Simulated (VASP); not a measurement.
LiF, 2 atoms in the cell. Symmetry: Fm-3m, No. 225, cubic system. Conventional cell: a = 4.132 Å, b = 4.132 Å, c = 4.132 Å, α = 90.00°, β = 90.00°, γ = 90.00°. Li (site symmetry m-3m) has 6 F at 2.07 Å within 2.7 Å. Within 2.7 Å of F (site symmetry m-3m) lie 6 Li at 2.07 Å.  This cell differs from its parent crystal: Na replaced by Li, lengths x 0.898, strained.

```yaml
Program: VASP 6.6.1
Task: single point
Functional: PBEsol
Potentials_or_basis: VASP PAW PBE potentials, release 64 (Li_sv, F)
Cutoff: 520 eV
k_mesh: 10 × 10 × 10
Occupations: gaussian, width 0.02 eV
Spin: no spin polarisation
Dipole_correction: no
Further_INCAR_settings: ALGO = Normal; EDIFF = 1e-06; NBANDS = 12
```

Potentials or basis: VASP PAW PBE potentials, release 64 (Li_sv, F).

Run with:

```bash
$ cat potpaw_PBE.64/Li_sv/POTCAR potpaw_PBE.64/F/POTCAR > POTCAR
$ mpirun -np 1 vasp_std > vasp.out
```

Hardware: 1 thread of AMD EPYC 9R45 (Zen 5), with other jobs on the host.

Question: Estimate the wall time of this run.

Answer: Run time: 4.3 s on 1 thread of AMD EPYC 9R45 (Zen 5) (shared host), peak memory 0.1 GiB. Counts: scf iterations 11, k points 47.
